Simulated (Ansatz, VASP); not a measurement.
## Cd2HgTe3 in VASP and in Ansatz

```
Cd Hg Te
1.0
     4.68998    0.00000    0.00000
    -2.34499    4.06164    0.00000
     0.00000    0.00000   11.47350
Cd Hg Te
2 1 3
Direct
  0.00000 0.00000 0.00056
  0.66667 0.33333 0.33337
  0.33333 0.66667 0.66666
  0.00000 0.00000 0.75068
  0.33333 0.66667 0.41564
  0.66667 0.33333 0.08309
```

Alike in both runs: task relaxation of cell and atoms; functional PBE; k mesh 12 × 12 × 4; occupations gaussian, width 0.1 eV; no spin polarisation.

|  | VASP | Ansatz |
| --- | --- | --- |
| version | VASP 6.6.1 | Ansatz 0.2.0 |
| potentials or method | VASP PAW PBE potentials, release 64 (Cd, Hg, Te), cutoff 600 eV | scalar-relativistic, plane waves, PAW |
| valence electrons in the cell | 54 | 108 |

VASP gave:

| Property | Result |
| --- | --- |
| gap on the k mesh at the Fermi level, each at its own relaxed structure (eV) | none |
| relaxed volume (Å³/atom) | 36.51 |
| relaxed length of the cell vector where the two differ most in proportion (Å) | 11.482 |

What did Ansatz give for the same quantities?

gap on the k mesh at the Fermi level, each at its own relaxed structure (eV): none; relaxed volume (Å³/atom): 36.43; relaxed length of the cell vector where the two differ most in proportion (Å): 11.473.

A gap of «none» marks a metal or a gap that the smearing closes. VASP's potentials hold 54 valence electrons a cell and Ansatz's 108, so a difference there can come from the potentials and not from the codes.

Spin-orbit coupling is off throughout.
